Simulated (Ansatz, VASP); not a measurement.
**One calculation of PdPt, two programs**

```xyz
2
Lattice="1.3841 0.7991 4.5557 -1.3841 0.7991 4.5557 0.0000 -1.5982 4.5557" Properties=species:S:1:pos:R:3 pbc="T T T"
Pd    0.0000    0.0000    0.0000
Pt    0.0000    0.0000    6.8335
```

Change from the starting cell: volume scaled by 1, crystal datasets.

Alike in both runs: task electric field gradients; functional LDA; k mesh 15 × 15 × 15; occupations fermi-dirac, width 0.05 eV; no spin polarisation.

|  | VASP | Ansatz |
| --- | --- | --- |
| version | VASP 6.6.1 | Ansatz 0.2.0 |
| potentials or method | VASP PAW LDA potentials, release 64 (Pd, Pt), cutoff 520 eV | all-electron PAW with datasets made for the crystal, scalar-relativistic |

VASP gave:

```
pressure (GPa)                                                : -10.7
traceless stress, the component that is largest in VASP (GPa) : -0.11
size of Vzz on the site where it differs most (V/Å²)          : 13.3
```

Task: Estimate Ansatz's values.

Result: Pressure (GPa): -11.1; traceless stress, the component that is largest in VASP (GPa): -0.03; size of Vzz on the site where it differs most (V/Å²): 35.9.

LDA's correlation is that of Perdew and Zunger in VASP and of Perdew and Wang (1992) in Ansatz. One of these differences is far larger than is usual between the two programs; its cause wasn't traced. Ansatz ran all-electron here, and VASP with PAW potentials.

Neither program's run includes spin-orbit coupling.
